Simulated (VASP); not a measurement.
# BN (AA' stacking): relaxation of cell and atoms with PBE

BN (AA' stacking):

```xyz
4
Lattice="2.5070 0.0000 0.0000 -1.2535 2.1711 0.0000 0.0000 0.0000 6.6710" Properties=species:S:1:pos:R:3 pbc="T T T"
B     0.0000    1.4474    0.0000
B     1.2535    0.7237    3.3355
N     1.2535    0.7237    0.0000
N     0.0000    1.4474    3.3355
```

```yaml
Program: VASP 6.6.1
Task: relaxation of cell and atoms
Functional: PBE
Potentials_or_basis: VASP PAW PBE potentials, release 64 (B, N)
Cutoff: 600 eV
k_mesh: 12 × 12 × 4
Occupations: gaussian, width 0.01 eV
Spin: no spin polarisation
Dipole_correction: no
Further_INCAR_settings: ALGO = Normal; EDIFF = 1e-06; IBRION = 2; EDIFFG = -0.002; NSW = 80; ISIF = 3
```

```
Relaxed volume                         : 10.50 Å³/atom
Relaxed cell                           : a = 2.512 Å, b = 2.512 Å, c = 7.682 Å, α = 90.00°, β = 90.00°, γ = 120.00°
Space group after relaxing (to 0.05 Å) : P6_3/mmc (No. 194)
Energy gained by relaxing              : 9.2 meV/atom
Ionic steps                            : 19
Pressure after relaxing                : 0.0 GPa
Band gap on the k mesh                 : 4.47 eV, indirect (least direct gap 4.65 eV)
```

The path:
```csv
step,energy change (eV),largest force (eV/Å),pressure (GPa),volume (Å³)
1,0.0000,0.0000,2.34,36.31
2,-0.0011,0.0000,-1.99,37.01
3,-0.0028,0.0000,-0.10,36.70
4,-0.0080,0.0000,-0.07,37.04
5,-0.0201,0.0000,0.12,38.07
6,-0.0335,0.0000,0.57,40.13
7,-0.0265,0.0000,1.22,44.21
8,-0.0362,0.0000,0.81,41.32
9,-0.0151,0.0000,-5.60,43.24
10,-0.0367,0.0000,-0.06,41.56
11,-0.0367,0.0000,-0.05,41.56
12,-0.0366,0.0000,0.40,41.44
13,-0.0367,0.0000,-0.02,41.55
14,-0.0366,0.0000,0.47,41.53
15,-0.0367,0.0000,0.10,41.54
16,-0.0367,0.0000,0.10,41.58
17,-0.0368,0.0000,0.12,41.70
18,-0.0368,0.0000,0.16,41.93
19,-0.0369,0.0000,-0.02,41.99
```

Final structure:
```
B N
1.0
     2.51229    0.00000    0.00000
    -1.25615    2.17571    0.00000
     0.00000    0.00000    7.68151
B N
2 2
Direct
  0.33333 0.66667 0.00000
  0.66667 0.33333 0.50000
  0.66667 0.33333 0.00000
  0.33333 0.66667 0.50000
```

Levels at points of the mesh, in eV from the valence-band top:
```tsv
k point	band 4	band 5	band 6	band 7	band 8	band 9	band 10	band 11	band 12
(0.00, 0.00, 0.00)	-4.68	-1.35	-1.35	-1.34	-1.34	4.61	8.61	10.97	11.50
(0.50, 0.00, 0.00)	-8.84	-4.12	-4.11	-1.11	-0.69	4.47	5.16	9.40	9.88
(0.00, 0.00, 0.50)	-5.21	-1.34	-1.34	-1.34	-1.34	6.23	6.23	11.51	11.51
(0.50, 0.00, 0.50)	-8.85	-4.12	-4.12	-0.90	-0.90	4.75	4.75	9.72	9.72
```

Wall time 3.7 min on 1 thread of Intel(R) Xeon(R) Platinum 8488C (Sapphire Rapids), on a shared host, peak memory 0.16 GiB.

Caveat: the volume moved by over 15 % at a fixed basis, so the end points are rough; this functional lacks dispersion, which binds the layers, so the pressure and a relaxed spacing across them are unreliable. A k mesh can miss the band edges.
